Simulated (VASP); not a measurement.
# Be2H3 (P1) in VASP: further runs

The runs below take Be2H3 through single point, with PBE.

Everything below comes from runs of VASP 6.6.1. Logs are shortened: lines on timing, memory, paths and dates and some standing lists are left out, and cuts for length are marked.

## Step 1: The cell of the first run

The typed cell holds 5 atoms: a = 3.882 Å, b = 3.179 Å, c = 6.410 Å, α = 90.33°, β = 91.60°, γ = 144.66°.

## Step 2: Single point, PBE

INCAR reads:

```
SYSTEM = Be2H3
ALGO = Fast
EDIFF = 1E-6
ENCUT = 520
GGA = PE
ISIF = 2
ISMEAR = 0
LASPH = .True.
LCHARG = .True.
LELF = .True.
LREAL = .False.
LVHAR = .True.
LWAVE = .False.
NBANDS = 12
NELM = 60
PREC = Accurate
SIGMA = 0.1
```

KPOINTS reads:

```
k-points
0
Gamma
  12 12 4
  0 0 0
```

POSCAR reads:

```
Be2H3
1.0
    3.8495571224     -0.4974510686     -0.0512827500
   -2.3363778940      2.1550485750     -0.0220273820
   -0.1084728781     -0.1068708590      6.4080825959
Be H
2 3
Direct
    0.0187874646      0.7198484493      0.1145390446
    0.9752964585      0.1733702542      0.8482778430
    0.0105468316      0.2111514423      1.0672449687
    0.4534617575      0.6519359182      0.7123351500
    0.5419074878      0.2436939359      0.2576029937
```

Potentials or basis: VASP PAW PBE potentials, release 64 (Be, H).

On the command line:

```console
cat potpaw_PBE.64/Be/POTCAR potpaw_PBE.64/H/POTCAR > POTCAR
mpirun -np 1 vasp_std > vasp.out
```

OUTCAR:

```text
SYSTEM = Be2H3
   EDIFF = 1E-6
   ENCUT = 520
   GGA = PE
   ISIF = 2
   ISMEAR = 0
   LASPH = .True.
   LREAL = .False.
   NELM = 60
   PREC = Accurate

 ion  position               nearest neighbor table
   1  0.019  0.720  0.115-   5 1.45   5 1.45   3 1.62   3 1.62   2 2.33   2 2.33
   2  0.975  0.173  0.848-   3 1.40   4 1.42   4 1.42   1 2.33   1 2.33
   3  0.011  0.211  0.067-   2 1.40   1 1.62   1 1.62
   4  0.453  0.652  0.712-   2 1.42   2 1.42
   5  0.542  0.244  0.258-   1 1.45   1 1.45

  LATTYP: Found a triclinic cell.
 ALAT       =     3.8819038531
 B/A-ratio  =     0.8188202898
 C/A-ratio  =     1.9620905699
 COS(alpha) =     0.0016981562
 COS(beta)  =     0.3150623742
 COS(gamma) =     0.8157033730

  Lattice vectors:

 A1 = (  -3.8495571224,   0.4974510686,   0.0512827500)
 A2 = (  -2.3363778940,   2.1550485750,  -0.0220273820)
 A3 = (  -2.9178855787,  -3.2083241538,  -6.2614623319)

Analysis of symmetry for initial positions (statically):
=====================================================================
 Subroutine PRICEL returns:
 Original cell was already a primitive cell.

 Routine SETGRP: Setting up the symmetry group for a
 triclinic supercell.

 Subroutine GETGRP returns: Found  1 space group operations
 (whereof  1 operations were pure point group operations)
 out of a pool of  2 trial point group operations.

The static configuration has the point symmetry C_1 .

Analysis of symmetry for dynamics (positions and initial velocities):
=====================================================================
 Subroutine PRICEL returns:
 Original cell was already a primitive cell.

 Routine SETGRP: Setting up the symmetry group for a
 triclinic supercell.

 Subroutine GETGRP returns: Found  1 space group operations
 (whereof  1 operations were pure point group operations)
 out of a pool of  2 trial point group operations.

The dynamic configuration has the point symmetry C_1 .

 Subroutine INISYM returns: Found  1 space group operations
 (whereof  1 operations are pure point group operations),
 and found     1 'primitive' translations

----------------------------------------------------------------------------------------

                                     Primitive cell

  volume of cell :      45.6786

  direct lattice vectors                    reciprocal lattice vectors
     3.849557122 -0.497451069 -0.051282750     0.302272237  0.327814099  0.010583839
    -2.336377894  2.155048575 -0.022027382     0.069905548  0.539918312  0.010187820
    -0.108472878 -0.106870859  6.408082596     0.002659327  0.004479374  0.156172640

  length of vectors
     3.881903853  3.178581638  6.409891598     0.446029826  0.544520303  0.156259497

  position of ions in fractional coordinates (direct lattice)
     0.018787465  0.719848449  0.114539045
     0.975296458  0.173370254  0.848277843
     0.010546832  0.211151442  0.067244969
     0.453461758  0.651935918  0.712335150
     0.541907488  0.243693936  0.257602994

  ion indices of the primitive-cell ions
   primitive index   ion index
                 1           1
                 2           2
                 3           3
                 4           4
                 5           5

----------------------------------------------------------------------------------------

 KPOINTS: k-points

Automatic generation of k-mesh.
 Grid dimensions read from file:
 generate k-points for:   12   12    4

 Generating k-lattice:

  Cartesian coordinates                     Fractional coordinates (reciprocal lattice)
     0.025189353  0.027317842  0.000881987     0.083333333  0.000000000 -0.000000000
     0.005825462  0.044993193  0.000848985    -0.000000000  0.083333333  0.000000000
     0.000664832  0.001119843  0.039043160    -0.000000000 -0.000000000  0.250000000

  Length of vectors
     0.037169152  0.045376692  0.039064874

  Shift w.r.t. Gamma in fractional coordinates (k-lattice)
     0.000000000  0.000000000  0.000000000

 Subroutine IBZKPT returns following result:
 ===========================================

 Found    292 irreducible k-points:

 Following reciprocal coordinates:
            Coordinates               Weight
  0.000000  0.000000  0.000000      1.000000
  0.083333 -0.000000 -0.000000      2.000000
  0.166667 -0.000000 -0.000000      2.000000
  0.250000  0.000000 -0.000000      2.000000
  0.333333 -0.000000 -0.000000      2.000000
  0.416667  0.000000 -0.000000      2.000000
[... 16 lines left out ...]
  0.250000  0.166667 -0.000000      2.000000
  0.333333  0.166667 -0.000000      2.000000
 [... further k-points ...]
   k-points           NKPTS =    292   k-points in BZ     NKDIM =    292   number of bands    NBANDS=     12
   number of dos      NEDOS =    301   number of ions     NIONS =      5
   total plane-waves  NPLWV =  34560
   dimension x,y,z NGX =    30 NGY =   24 NGZ =   48
   dimension x,y,z NGXF=    60 NGYF=   48 NGZF=   96
   ions per type =               2   3
   NGX,Y,Z   is equivalent  to a cutoff of  12.85, 12.55, 12.45 a.u.
   NGXF,Y,Z  is equivalent  to a cutoff of  25.70, 25.10, 24.90 a.u.
 SYSTEM =  Be2H3
   PREC   = accura    normal or accurate (medium, high low for compatibility)
   ISTART =      0    job   : 0-new  1-cont  2-samecut
   ICHARG =      2    charge: 1-file 2-atom 10-const
   ISPIN  =      1    spin polarized calculation?
   LNONCOLLINEAR =      F non collinear calculations
   LSORBIT =      F    spin-orbit coupling
   LASPH  =      T    aspherical Exc in radial PAW
   ENCUT  =  520.0 eV  38.22 Ry    6.18 a.u.   7.22  5.91 11.92*2*pi/ulx,y,z
   NELM   =     60;   NELMIN=  2; NELMDL= -5     # of ELM steps
   EDIFF  = 0.1E-05   stopping-criterion for ELM
   LREAL  =      F    real-space projection
   EDIFFG = 0.1E-04   stopping-criterion for IOM
   NSW    =      0    number of steps for IOM
   IBRION =     -1    ionic relax: 0-MD 1-quasi-New 2-CG
   NFREE  =      0    steps in history (QN), initial steepest desc. (CG)
   ISIF   =      2    stress and relaxation
   ISYM   =      2    0-nonsym 1-usesym 2-fastsym
   POTIM  = 0.5000    time-step for ionic-motion
   TEBEG  =    0.0;   TEEND  =   0.0 temperature during run
   PSTRESS=    0.0 pullay stress
   NELECT =       7.0000    total number of electrons
   NUPDOWN=      -1.0000    fix difference up-down
   EMIN   =  10.00;   EMAX   =-10.00  energy-range for DOS
   EFERMI =   0.00;   METHOD = LEGACY
   ISMEAR =     0;   SIGMA  =   0.10  broadening in eV -4-tet -1-fermi 0-gaus
   EFERMI_NEDOS =   21; number of points for ismear=-14 and -15
   IALGO  =     68    algorithm
   IMIX   =      4    mixing-type and parameters
     AMIX     =   0.40;   BMIX     =  1.00
     AMIX_MAG =   1.60;   BMIX_MAG =  1.00
  volume/ion in A,a.u.               =       9.14        61.65
  Fermi-wavevector in a.u.,A,eV,Ry     =   0.876065  1.655524 10.442345  0.767491
  Thomas-Fermi vector in A             =   1.995824
   LORBIT       =      0    0 simple, 1 ext, 2 COOP (PROOUT), +10 PAW based schemes
   GGA     = PE    functional components
   LHFCALC =     F    Hartree Fock is set to
   AEXX    =    0.0000 exact exchange contribution
   IVDW    =     0    specifies the selected vdW correction
   LEPSILON=     F    determine dielectric tensor
   LRPA    =     F    only Hartree local field effects (RPA)
 non-spin polarized calculation
 RMM-DIIS sequential band-by-band and
 Gauss-broadening in eV      SIGMA  =   0.10
  energy-cutoff  :      520.00
  volume of cell :       45.68
 maximum number of plane-waves:      1246
 NGX is ok and might be reduce to    30
   NGX = 15   NGY = 11   NGZ = 23

 number of electron       7.0000001 magnetization

 Free energy of the ion-electron system (eV)
  ---------------------------------------------------
  ext. energy  EPLUGINS =         0.00000000
  ---------------------------------------------------
  free energy    TOTEN  =       -17.09297404 eV

  energy without entropy =      -17.09084383  energy(sigma->0) =      -17.09190893

 E-fermi :   1.5646     XC(G=0):  -7.6099

 val. band max:        1.5489590915   @ k =  -0.0833  -0.1667   0.2500
 cond. band min:       1.5706924877   @ k =  -0.4167   0.1667   0.5000
 fundamental gap:      0.0217333962
 Fermi energy:         1.5646304501

 k-point     1 :       0.0000    0.0000    0.0000
  band No.  band energies     occupation
      1      -9.5708      2.00000
      2      -6.5000      2.00000
      3      -4.2804      2.00000
      4       3.0125      0.00000
      5       3.7309      0.00000
      6       6.4365      0.00000
      7       7.4971      0.00000
      8       8.2455      0.00000
      9      11.6631      0.00000
     10      13.1050      0.00000
     11      14.1338      0.00000
     12      14.7788      0.00000

 k-point     2 :       0.0833   -0.0000   -0.0000
  band No.  band energies     occupation
      1      -9.4119      2.00000
      2      -6.3586      2.00000
      3      -4.1188      2.00000
      4       3.1940      0.00000
      5       3.7805      0.00000
      6       6.5309      0.00000
      7       7.6816      0.00000
      8       8.2488      0.00000
      9      11.1956      0.00000
     10      13.0097      0.00000
     11      13.5846      0.00000
     12      15.8643      0.00000
[... 301 lines left out ...]
 k-point    23 :       0.2500    0.1667   -0.0000
  band No.  band energies     occupation
      1      -5.6123      2.00000
      2      -3.7265      2.00000
      3      -2.9001      2.00000
      4       3.1973      0.00000
      5       3.6836      0.00000
      6       6.2202      0.00000
      7       7.0041      0.00000
      8       9.8158      0.00000
      9      10.2651      0.00000
     10      11.6179      0.00000
     11      12.2298      0.00000
     12      13.1894      0.00000

 k-point    24 :       0.3333    0.1667   -0.0000
  band No.  band energies     occupation
      1      -4.5054      2.00000
      2      -4.0312      2.00000
      3      -3.1649      2.00000
      4       3.5452      0.00000
      5       4.4835      0.00000
      6       5.0440      0.00000
      7       6.3422      0.00000
      8       9.6237      0.00000
      9      11.3710      0.00000
     10      11.7256      0.00000
     11      12.1823      0.00000
     12      13.2418      0.00000

 [... further k-points ...]

------------------------ aborting loop because EDIFF is reached ----------------------------------------

  FORCE on cell =-STRESS in cart. coord.  units (eV):
  Direction    XX          YY          ZZ          XY          YZ          ZX
  --------------------------------------------------------------------------------------
  -------------------------------------------------------------------------------------
  Total       -0.0193029     -0.0319236      0.0051697      0.0092818      0.0114040     -0.0193209
  in kB       -0.6770505     -1.1197189      0.1813282      0.3255589      0.3999952     -0.6776815
  external PRESSURE =      -0.5384804 kB  Pullay stress =       0.0000000 kB

 VOLUME and BASIS-vectors are now :
 -----------------------------------------------------------------------------
  energy-cutoff  :      520.00
  volume of cell :       45.68
      direct lattice vectors                 reciprocal lattice vectors
     3.849557122 -0.497451069 -0.051282750     0.302272237  0.327814099  0.010583839
    -2.336377894  2.155048575 -0.022027382     0.069905548  0.539918312  0.010187820
    -0.108472878 -0.106870859  6.408082596     0.002659327  0.004479374  0.156172640

 POSITION                                       TOTAL-FORCE (eV/Angst)
 -----------------------------------------------------------------------------------
     -1.62194      1.52972      0.71716         0.000921      0.000444     -0.006263
      3.25739     -0.20220      5.38200        -0.000070      0.001434     -0.004320
     -0.46002      0.44261      0.42572         0.001536      0.001635      0.007169
      0.14519      1.10325      4.52709         0.004145     -0.005209     -0.004190
      1.48880      0.22807      1.61758        -0.006532      0.001695      0.007604
 -----------------------------------------------------------------------------------
    total drift:                                0.000056     -0.000034     -0.000176

  FREE ENERGIE OF THE ION-ELECTRON SYSTEM (eV)
  ---------------------------------------------------
  free  energy   TOTEN  =       -17.0929740394 eV

  energy  without entropy=      -17.0908438287  energy(sigma->0) =      -17.09190893
```

Run time: 4.9 min. Hardware: 1 thread of Oxide Virtual Turin-like, shared host; peak memory 0.25 GiB.

What came out:

| Quantity | Value |
| --- | --- |
| Free energy | -17.0930 eV |
| Pressure | -0.1 GPa |
| Largest force | 0.010 eV/Å |
| Band gap on the k mesh | zero (an odd number of electrons rules out a gap without spin polarisation) |

Forces on the atoms (eV/Å):
```
Be   0.001  0.000 -0.006
Be   0.000  0.001 -0.004
H    0.002  0.002  0.007
H    0.004 -0.005 -0.004
H   -0.007  0.002  0.008
```

Stress tensor (GPa, compression positive):
```
-0.07  0.03 -0.07
 0.03 -0.11  0.04
-0.07  0.04  0.02
```

Caveat: an odd number of electrons without spin polarisation forces a metal; a magnetic or distorted state may lie lower.

## Step 3: Single point, PBE

This run uses another cell than the first one, of 9.28 Å³/atom.

INCAR reads:

```
SYSTEM = Be2H3
  ALGO = Fast
  EDIFF = 1E-6
  ENCUT = 520
  GGA = PE
  ISIF = 2
  ISMEAR = 0
  LASPH = .True.
  LCHARG = .False.
  LREAL = .False.
  LWAVE = .False.
  NBANDS = 12
  NELM = 80
  PREC = Accurate
  SIGMA = 0.1
```

KPOINTS reads:

```
k-points
0
Gamma
  16 12 6
  0 0 0
```

POSCAR reads:

```
Be2H3
1.0
    2.2512447118     -0.0067429009      0.0034743423
    0.0076254112      3.1600566900     -0.0028110934
    0.3718835747      0.0281861469      6.5239177500
Be H
2 3
Direct
    0.9807608054      0.2992006564      0.1131224589
    0.0253973703      0.8008350284      0.8505979393
    0.9889336054      0.7996125215      0.0652343458
    0.5479361665      0.8022384530      0.7177800392
    0.4569720524      0.2981133406      0.2532652168
```

Potentials or basis: VASP PAW PBE potentials, release 64 (Be, H).

On the command line:

```console
cat potpaw_PBE.64/Be/POTCAR potpaw_PBE.64/H/POTCAR > POTCAR
mpirun -np 1 vasp_std > vasp.out
```

It took 6.7 min on 1 thread of Oxide Virtual Turin-like, shared host; peak memory 0.34 GiB.

It converged, with:

| Item | Value |
| --- | --- |
| Free energy | -17.0881 eV |
| Pressure | 0.0 GPa |
| Largest force | 0.010 eV/Å |
| Band gap on the k mesh | zero (an odd number of electrons rules out a gap without spin polarisation) |

Forces in eV/Å, atoms in the order of the input:
```
Be   0.000  0.000 -0.008
Be   0.000  0.001 -0.003
H    0.000 -0.001  0.010
H    0.000  0.000 -0.009
H    0.000  0.000  0.010
```

Stress tensor (GPa, compression positive):
```
 0.00  0.01  0.01
 0.01 -0.11  0.00
 0.01  0.00  0.01
```

Levels at points of the mesh, in eV from the Fermi level:
```tsv
k point	band 1	band 2	band 3	band 4	band 5	band 6	band 7	band 8	band 9
(0.00, 0.00, 0.00)	-11.06	-8.00	-5.74	1.65	2.33	4.78	6.10	6.70	10.16
(0.50, 0.00, 0.00)	-6.21	-5.67	-4.76	2.04	2.79	3.27	5.98	9.20	9.63
(0.00, 0.50, 0.00)	-9.22	-7.26	-6.72	-3.82	1.83	2.23	8.64	9.22	9.65
(0.50, 0.50, 0.00)	-5.28	-4.99	-4.60	1.25	4.00	4.56	4.57	4.75	8.34
(0.00, 0.00, 0.50)	-11.02	-8.25	-5.36	1.67	2.01	3.89	5.99	8.63	9.16
(0.50, 0.00, 0.50)	-6.15	-5.67	-4.87	1.77	3.21	3.82	5.99	7.61	8.73
(0.00, 0.50, 0.50)	-9.21	-7.24	-6.77	-3.93	2.47	3.03	5.85	6.60	14.08
(0.50, 0.50, 0.50)	-5.28	-4.99	-4.59	1.26	3.86	4.49	4.55	4.59	8.53
```

Caveat: an odd number of electrons without spin polarisation forces a metal; a magnetic or distorted state may lie lower.

The gap in the log of VASP goes by the Fermi energy; the results here count the filled bands.